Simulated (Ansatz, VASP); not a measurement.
## One calculation of LiH, two programs

POSCAR

```
LiH
1.0
    0.0000000000      1.9984726927      1.9984726927
    1.9984726927      0.0000000000      1.9984726927
    1.9984726927      1.9984726927      0.0000000000
Li H
1 1
Direct
    0.0000000000      0.0000000000      0.0000000000
    0.5000000000      0.5000000000      0.5000000000
```

INCAR.step1

```
SYSTEM = LiH
ALGO     = Normal         ! electronic algorithm
EDIFF    = 1E-5           ! SCF threshold, eV
ENCUT    = 520            ! plane-wave cutoff, eV
GGA      = PE             ! functional
ISIF     = 2              ! what is computed and relaxed
ISMEAR   = 0              ! smearing method
LASPH    = .TRUE.         ! aspherical terms in the spheres
LCHARG   = .FALSE.        ! write CHGCAR
LREAL    = .FALSE.        ! projectors in reciprocal space
LWAVE    = .TRUE.         ! write WAVECAR
NBANDS   = 9              ! bands
NELM     = 80             ! most SCF steps
PREC     = Accurate       ! precision mode
SIGMA    = 0.01           ! smearing width, eV
```

The input INCAR.step2:

```
SYSTEM = LiH
AEXX     = 0.4            ! exact-exchange fraction
ALGO     = Normal         ! electronic algorithm
EDIFF    = 1E-7           ! SCF threshold, eV
ENCUT    = 520            ! plane-wave cutoff, eV
GGA      = PE             ! functional
HFSCREEN = 0.1            ! screening, 1/A
ISIF     = 2              ! what is computed and relaxed
ISMEAR   = 0              ! smearing method
ISTART   = 1            
LASPH    = .TRUE.         ! aspherical terms in the spheres
LCHARG   = .FALSE.        ! write CHGCAR
LHFCALC  = .TRUE.         ! exact exchange
LREAL    = .FALSE.        ! projectors in reciprocal space
LWAVE    = .FALSE.        ! write WAVECAR
NBANDS   = 9              ! bands
NELM     = 80             ! most SCF steps
PREC     = Accurate       ! precision mode
PRECFOCK = Normal       
SIGMA    = 0.01           ! smearing width, eV
```

Contents of KPOINTS:

```
k-points
0
G
  6 6 6
  0 0 0
```

Input for Ansatz:

```yaml
crystal:
  lattice:
    - [0.0, 1.9984726927, 1.9984726927]
    - [1.9984726927, 0.0, 1.9984726927]
    - [1.9984726927, 1.9984726927, 0.0]
  atoms:
    - { symbol: Li, position: [0.0, 0.0, 0.0] }
    - { symbol: H, position: [0.5, 0.5, 0.5] }
kpoints:
  mp_grid: { grid: [6, 6, 6] }
hamiltonian:
  xc: { exchange: pbe, correlation: pbe, exx: { coeff: 0.4, omega: 0.1 } }
scf:
  occupations: { method: fixed }
  n_extra_bands: 4
output:
  forces: true
  stress: true
  eigenvalues: true
```

Alike in both runs: task single point; functional PBE-based screened hybrid; k mesh 6 × 6 × 6; no spin polarisation.

```csv
,VASP,Ansatz
version,VASP 6.6.1,Ansatz 0.2.0
potentials or method,"VASP PAW PBE potentials, release 64 (Li_sv, H)",plane waves
plane-wave cutoff (eV),520,420
occupations,"gaussian, width 0.01 eV",fixed
valence electrons in the cell,4,4
```

```tsv
	VASP	Ansatz	Ansatz less VASP
gap on the k mesh at the Fermi level (eV)	5.11	5.08	-0.023
```

VASP's potentials were made for PBE, not for PBE-based screened hybrid. Ansatz's warnings: stress exchange threshold loose, stress scf threshold loose.

The k mesh is coarse, so the values compare programs but aren't converged. Noted on VASP's run: the cutoff is short for stress, so the pressure is rough.
